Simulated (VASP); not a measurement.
# BW16 (a cell with a defect) in VASP: single point with LDA

Aim: the single point of BW16 (a cell with a defect) with LDA.

Everything below comes from runs of VASP 6.6.1. Logs are shortened: lines on timing, memory, paths and dates and some standing lists are left out, and cuts for length are marked.

## Step 1: The cell of the first run

The cell holds a defect, 17 atoms: a = 6.320 Å, b = 6.320 Å, c = 6.320 Å, α = 90.00°, β = 90.00°, γ = 90.00°.

## Step 2: Single point, LDA

File INCAR:

```
SYSTEM = BW16
ALGO = Normal
EDIFF = 1E-6
ENCUT = 520
GGA = CA
ISIF = 2
ISMEAR = -1
LASPH = .True.
LCHARG = .False.
LREAL = Auto
LWAVE = .False.
NBANDS = 128
NELM = 100
PREC = Accurate
SIGMA = 0.1
```

File KPOINTS:

```
k-points
0
Gamma
  2 2 2
  0 0 0
```

File POSCAR:

```
BW16
1.0
    6.3200000000      0.0000000000      0.0000000000
    0.0000000000      6.3200000000      0.0000000000
    0.0000000000      0.0000000000      6.3200000000
W B
16 1
Direct
    0.0018798427     -0.0005129594     -0.0048854483
    0.4976649617     -0.0005045781     -0.0048084667
   -0.0110697490      0.4996044266     -0.0178541616
    0.0015002409     -0.0003830767      0.4914317995
    0.2498030788      0.3026821641      0.2428486946
    0.5106273192      0.4996051903     -0.0178690197
    0.4981242199     -0.0003747632      0.4914569070
    0.7498241464      0.2514275061      0.2430171497
   -0.0110554789      0.4995679623      0.5038217457
    0.2498034525      0.6963323557      0.2427787643
    0.2498087739      0.2514055319      0.7430059079
    0.5106455877      0.4995642343      0.5038572162
    0.7498191514      0.7476659434      0.2429511645
    0.7497805728      0.2454336562      0.7432646421
    0.2498028761      0.7476663766      0.7429429159
    0.7497800564      0.7536588612      0.7432250408
    0.2498127475     -0.0004620314      0.2443182481
```

Potentials or basis: VASP PAW LDA potentials, release 64 (W_sv, B).

Command:

```bash
$ cat potpaw_LDA.64/W_sv/POTCAR potpaw_LDA.64/B/POTCAR > POTCAR
$ mpirun -np 1 vasp_std > vasp.out
```

OUTCAR:

```text
SYSTEM = BW16
   EDIFF = 1E-6
   ENCUT = 520
   GGA = CA
   ISIF = 2
   ISMEAR = -1
   LASPH = .True.
   LREAL = Auto
   NELM = 100
   PREC = Accurate

 ion  position               nearest neighbor table
   1  0.002  0.999  0.995-  17 2.22  16 2.74  14 2.74  13 2.74   8 2.74  15 2.74  11 2.74  10 2.93
                             5 2.93   2 3.13   4 3.14   3 3.16   3 3.16   4 3.18   2 3.19
   2  0.498  0.999  0.995-  17 2.22  16 2.74  14 2.74  13 2.74   8 2.74  15 2.74  11 2.74  10 2.93
                             5 2.93   1 3.13   7 3.14   6 3.16   6 3.16   7 3.18   1 3.19
   3  0.989  0.500  0.982-  10 2.64   5 2.64  16 2.67  14 2.67  13 2.73  15 2.73   8 2.73  11 2.73
                             6 3.02   9 3.02   1 3.16   1 3.16   9 3.30   6 3.30
   4  0.002  1.000  0.491-  17 2.21  14 2.73  16 2.73  11 2.74  15 2.74   8 2.74  13 2.74   5 2.93
                            10 2.93   1 3.14   7 3.14   9 3.16   9 3.16   7 3.18   1 3.18
   5  0.250  0.303  0.243-  17 1.92  10 2.49   6 2.64   3 2.64   9 2.64  12 2.64   2 2.93   1 2.93
                             4 2.93   7 2.93  11 3.18   8 3.18   8 3.18  11 3.18
   6  0.511  0.500  0.982-  10 2.64   5 2.64  16 2.67  14 2.67  13 2.73  15 2.73  11 2.73   8 2.73
                            12 3.02   3 3.02   2 3.16   2 3.16   3 3.30  12 3.30
   7  0.498  1.000  0.491-  17 2.21  14 2.73  16 2.73  11 2.74  15 2.74   8 2.74  13 2.74   5 2.93
                            10 2.93   2 3.14   4 3.14  12 3.16  12 3.16   4 3.18   2 3.18
   8  0.750  0.251  0.243-   9 2.73  12 2.73   3 2.73   6 2.73   4 2.74   1 2.74   2 2.74   7 2.74
                            13 3.14  14 3.16  14 3.16   5 3.18   5 3.18  13 3.18
   9  0.989  0.500  0.504-  10 2.64   5 2.64  16 2.67  14 2.67   8 2.73  15 2.73  13 2.73  11 2.73
                            12 3.02   3 3.02   4 3.16   4 3.16   3 3.30  12 3.30
  10  0.250  0.696  0.243-  17 1.92   5 2.49   6 2.64   3 2.64   9 2.64  12 2.64   2 2.93   1 2.93
                             4 2.93   7 2.93  15 3.18  13 3.18  13 3.18  15 3.18
  11  0.250  0.251  0.743-   6 2.73  12 2.73   9 2.73   3 2.73   7 2.74   4 2.74   2 2.74   1 2.74
                            15 3.14  14 3.16  14 3.16   5 3.18   5 3.18  15 3.18
  12  0.511  0.500  0.504-  10 2.64   5 2.64  16 2.67  14 2.67  15 2.73  11 2.73   8 2.73  13 2.73
                             6 3.02   9 3.02   7 3.16   7 3.16   9 3.30   6 3.30
  13  0.750  0.748  0.243-   3 2.73   6 2.73   9 2.73  12 2.73   1 2.74   2 2.74   4 2.74   7 2.74
                             8 3.14  16 3.16  16 3.16  10 3.18  10 3.18   8 3.18
  14  0.750  0.245  0.743-   6 2.67   3 2.67  12 2.67   9 2.67   7 2.73   4 2.73   1 2.74   2 2.74
                            16 3.11   8 3.16  11 3.16  11 3.16   8 3.16  16 3.21
  15  0.250  0.748  0.743-  12 2.73   6 2.73   9 2.73   3 2.73   4 2.74   7 2.74   1 2.74   2 2.74
                            11 3.14  16 3.16  16 3.16  10 3.18  10 3.18  11 3.18
  16  0.750  0.754  0.743-   6 2.67   3 2.67  12 2.67   9 2.67   7 2.73   4 2.73   1 2.74   2 2.74
                            14 3.11  13 3.16  15 3.16  15 3.16  13 3.16  14 3.21
  17  0.250  1.000  0.244-   5 1.92  10 1.92   4 2.21   7 2.21   2 2.22   1 2.22

  LATTYP: Found a simple cubic cell.
 ALAT       =     6.3200000000

  Lattice vectors:

 A1 = (   6.3200000000,   0.0000000000,   0.0000000000)
 A2 = (   0.0000000000,   6.3200000000,   0.0000000000)
 A3 = (   0.0000000000,   0.0000000000,   6.3200000000)

Analysis of symmetry for initial positions (statically):
=====================================================================
 Subroutine PRICEL returns:
 Original cell was already a primitive cell.

 Routine SETGRP: Setting up the symmetry group for a
 simple cubic supercell.

 Subroutine GETGRP returns: Found  1 space group operations
 (whereof  1 operations were pure point group operations)
 out of a pool of 48 trial point group operations.

The static configuration has the point symmetry C_1 .

Analysis of symmetry for dynamics (positions and initial velocities):
=====================================================================
 Subroutine PRICEL returns:
 Original cell was already a primitive cell.

 Routine SETGRP: Setting up the symmetry group for a
 simple cubic supercell.

 Subroutine GETGRP returns: Found  1 space group operations
 (whereof  1 operations were pure point group operations)
 out of a pool of 48 trial point group operations.

The dynamic configuration has the point symmetry C_1 .

 Subroutine INISYM returns: Found  1 space group operations
 (whereof  1 operations are pure point group operations),
 and found     1 'primitive' translations

----------------------------------------------------------------------------------------

                                     Primitive cell

  volume of cell :     252.4360

  direct lattice vectors                    reciprocal lattice vectors
     6.320000000  0.000000000  0.000000000     0.158227848  0.000000000  0.000000000
     0.000000000  6.320000000  0.000000000     0.000000000  0.158227848  0.000000000
     0.000000000  0.000000000  6.320000000     0.000000000  0.000000000  0.158227848

  length of vectors
     6.320000000  6.320000000  6.320000000     0.158227848  0.158227848  0.158227848

[... 61 lines left out ...]
 ===========================================

 Found      8 irreducible k-points:

 Following reciprocal coordinates:
            Coordinates               Weight
  0.000000  0.000000  0.000000      1.000000
  0.500000  0.000000  0.000000      1.000000
  0.000000  0.500000  0.000000      1.000000
  0.000000  0.000000  0.500000      1.000000
  0.500000  0.500000  0.000000      1.000000
  0.000000  0.500000  0.500000      1.000000
  0.500000  0.000000  0.500000      1.000000
  0.500000  0.500000  0.500000      1.000000
   k-points           NKPTS =      8   k-points in BZ     NKDIM =      8   number of bands    NBANDS=    128
   number of dos      NEDOS =    301   number of ions     NIONS =     17
   total plane-waves  NPLWV = 110592
   dimension x,y,z NGX =    48 NGY =   48 NGZ =   48
   dimension x,y,z NGXF=    96 NGYF=   96 NGZF=   96
   ions per type =              16   1
   NGX,Y,Z   is equivalent  to a cutoff of  12.63, 12.63, 12.63 a.u.
   NGXF,Y,Z  is equivalent  to a cutoff of  25.25, 25.25, 25.25 a.u.
 SYSTEM =  BW16
   PREC   = accura    normal or accurate (medium, high low for compatibility)
   ISTART =      0    job   : 0-new  1-cont  2-samecut
   ICHARG =      2    charge: 1-file 2-atom 10-const
   ISPIN  =      1    spin polarized calculation?
   LNONCOLLINEAR =      F non collinear calculations
   LSORBIT =      F    spin-orbit coupling
   LASPH  =      T    aspherical Exc in radial PAW
   ENCUT  =  520.0 eV  38.22 Ry    6.18 a.u.  11.75 11.75 11.75*2*pi/ulx,y,z
   NELM   =    100;   NELMIN=  2; NELMDL= -5     # of ELM steps
   EDIFF  = 0.1E-05   stopping-criterion for ELM
   LREAL  =      T    real-space projection
   EDIFFG = 0.1E-04   stopping-criterion for IOM
   NSW    =      0    number of steps for IOM
   IBRION =     -1    ionic relax: 0-MD 1-quasi-New 2-CG
   NFREE  =      0    steps in history (QN), initial steepest desc. (CG)
   ISIF   =      2    stress and relaxation
   ISYM   =      2    0-nonsym 1-usesym 2-fastsym
   POTIM  = 0.5000    time-step for ionic-motion
   TEBEG  =    0.0;   TEEND  =   0.0 temperature during run
   PSTRESS=    0.0 pullay stress
   NELECT =     227.0000    total number of electrons
   NUPDOWN=      -1.0000    fix difference up-down
   EMIN   =  10.00;   EMAX   =-10.00  energy-range for DOS
   EFERMI =   0.00;   METHOD = LEGACY
   ISMEAR =    -1;   SIGMA  =   0.10  broadening in eV -4-tet -1-fermi 0-gaus
   EFERMI_NEDOS =   21; number of points for ismear=-14 and -15
   IALGO  =     38    algorithm
   IMIX   =      4    mixing-type and parameters
     AMIX     =   0.40;   BMIX     =  1.00
     AMIX_MAG =   1.60;   BMIX_MAG =  1.00
  volume/ion in A,a.u.               =      14.85       100.21
  Fermi-wavevector in a.u.,A,eV,Ry     =   1.580155  2.986060 33.972251  2.496890
  Thomas-Fermi vector in A             =   2.680426
   LORBIT       =      0    0 simple, 1 ext, 2 COOP (PROOUT), +10 PAW based schemes
   GGA     = CA    functional components
   LHFCALC =     F    Hartree Fock is set to
   AEXX    =    0.0000 exact exchange contribution
   IVDW    =     0    specifies the selected vdW correction
   LEPSILON=     F    determine dielectric tensor
   LRPA    =     F    only Hartree local field effects (RPA)
 non-spin polarized calculation
  energy-cutoff  :      520.00
  volume of cell :      252.44
 maximum number of plane-waves:      6859
 NGX is ok and might be reduce to    48
   NGX = 23   NGY = 23   NGZ = 23

 number of electron     226.9999995 magnetization

 Free energy of the ion-electron system (eV)
  ---------------------------------------------------
  ext. energy  EPLUGINS =         0.00000000
  ---------------------------------------------------
  free energy    TOTEN  =      -231.16577958 eV

  energy without entropy =     -230.90266792  energy(sigma->0) =     -231.03422375

 E-fermi :  11.4876     XC(G=0): -13.9408

 val. band max:       11.3026167501   @ k =   0.5000   0.0000   0.5000
 cond. band min:      11.5020940635   @ k =   0.0000   0.5000   0.0000
 fundamental gap:      0.1994773134
 Fermi energy:        11.4875524218

 k-point     1 :       0.0000    0.0000    0.0000
  band No.  band energies     occupation
      1     -62.0487      2.00000
      2     -61.9713      2.00000
      3     -61.9713      2.00000
      4     -61.9614      2.00000
      5     -61.9423      2.00000
      6     -61.9330      2.00000
[... 1013 lines left out ...]
    124      13.9049      0.00000
    125      13.9230      0.00000
 [bands above 125 left out]

------------------------ aborting loop because EDIFF is reached ----------------------------------------

  FORCE on cell =-STRESS in cart. coord.  units (eV):
  Direction    XX          YY          ZZ          XY          YZ          ZX
  --------------------------------------------------------------------------------------
  -------------------------------------------------------------------------------------
  Total       -0.2489484     23.1495120     -0.2490989      0.0034395      0.0122918     -0.0019438
  in kB       -1.5800420    146.9268568     -1.5809973      0.0218303      0.0780143     -0.0123372
  external PRESSURE =      47.9219392 kB  Pullay stress =       0.0000000 kB

 VOLUME and BASIS-vectors are now :
 -----------------------------------------------------------------------------
  energy-cutoff  :      520.00
  volume of cell :      252.44
      direct lattice vectors                 reciprocal lattice vectors
     6.320000000  0.000000000  0.000000000     0.158227848  0.000000000  0.000000000
     0.000000000  6.320000000  0.000000000     0.000000000  0.158227848  0.000000000
     0.000000000  0.000000000  6.320000000     0.000000000  0.000000000  0.158227848

 POSITION                                       TOTAL-FORCE (eV/Angst)
 -----------------------------------------------------------------------------------
      0.01188      6.31676      6.28912         0.017982      0.007431      0.029836
      3.14524      6.31681      6.28961        -0.012495      0.007391      0.022123
      6.25004      3.15750      6.20716         0.006393     -0.009851      0.003451
      0.00948      6.31758      3.10585         0.032753     -0.006294     -0.030688
      1.57876      1.91295      1.53480        -0.001018     -0.142002      0.005906
      3.22716      3.15750      6.20707        -0.003433     -0.009768      0.006568
[... 9 lines left out ...]
      4.73861      4.76312      4.69718         0.002470      0.013246     -0.009869
      1.57882      6.31708      1.54409        -0.001759     -0.008362     -0.057946
 -----------------------------------------------------------------------------------
    total drift:                               -0.000224     -0.001488      0.025024

  FREE ENERGIE OF THE ION-ELECTRON SYSTEM (eV)
  ---------------------------------------------------
  free  energy   TOTEN  =      -231.1657795763 eV

  energy  without entropy=     -230.9026679203  energy(sigma->0) =     -231.03422375
```

Run time: 15 min. Hardware: 1 thread of Intel Xeon Platinum 8488C (Sapphire Rapids), shared host; peak memory 0.35 GiB.

Results:

* Free energy: -231.1658 eV
* Pressure: 4.8 GPa
* Largest force: 0.159 eV/Å

Forces on the atoms (eV/Å):
```
W    0.018  0.007  0.030
W   -0.012  0.007  0.022
W    0.006 -0.010  0.003
W    0.033 -0.006 -0.031
W   -0.001 -0.142  0.006
W   -0.003 -0.010  0.007
W   -0.034 -0.007 -0.032
W   -0.003  0.014  0.014
W    0.008  0.000 -0.008
W    0.000  0.159  0.015
W   -0.002  0.019  0.018
W   -0.008  0.001 -0.012
W   -0.002 -0.012  0.023
W    0.002 -0.009 -0.007
W   -0.001 -0.015  0.019
W    0.002  0.013 -0.010
B   -0.002 -0.008 -0.058
```

Caveat: the k points lie up to 0.50 Å⁻¹ apart; spin-orbit coupling is left out, which moves the levels of the heavy elements.
